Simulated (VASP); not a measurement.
Hf2Si, 6 atoms in the cell. The structure is tetragonal, space group I4/mcm (No. 140). The conventional cell has a = 6.551 Å, b = 6.551 Å, c = 5.166 Å, α = 90.00°, β = 90.00°, γ = 90.00°. Within 3.7 Å of Hf (site symmetry m2m) lie 4 Si at 2.79 Å and 11 Hf at 2.90 to 3.50 Å. Within 3.4 Å of Si (site symmetry 422) lie 2 Si at 2.58 Å and 8 Hf at 2.79 Å. 

| Quantity | Value |
| --- | --- |
| Program | VASP 6.6.1 |
| Task | single point |
| Functional | r2SCAN |
| Potentials or basis | VASP PAW PBE potentials, release 64 (Hf_pv, Si) |
| Cutoff | 520 eV |
| k mesh | 10 × 10 × 10 |
| Occupations | fermi-dirac, width 0.01 eV |
| Spin | no spin polarisation |
| Dipole correction | no |
| Further INCAR settings | ALGO = Normal; EDIFF = 1e-07; NBANDS = 33 |

Potentials or basis: VASP PAW PBE potentials, release 64 (Hf_pv, Si).

The run is started by

```bash
$ cat potpaw_PBE.64/Hf_pv/POTCAR potpaw_PBE.64/Si/POTCAR > POTCAR
$ cp INCAR.step1 INCAR
$ mpirun -np 1 vasp_std > vasp.out
$ cp INCAR.step2 INCAR
$ mpirun -np 1 vasp_std > vasp.out
```

Hardware: 1 thread of Intel(R) Xeon(R) 6975P-C (Granite Rapids), on a shared host.

**Question.** How long does it take, and how much memory?

**Answer.** It took 12 min on 1 thread of Intel(R) Xeon(R) 6975P-C (Granite Rapids), on a shared host, peak memory 0.47 GiB. Counts: k points 102.
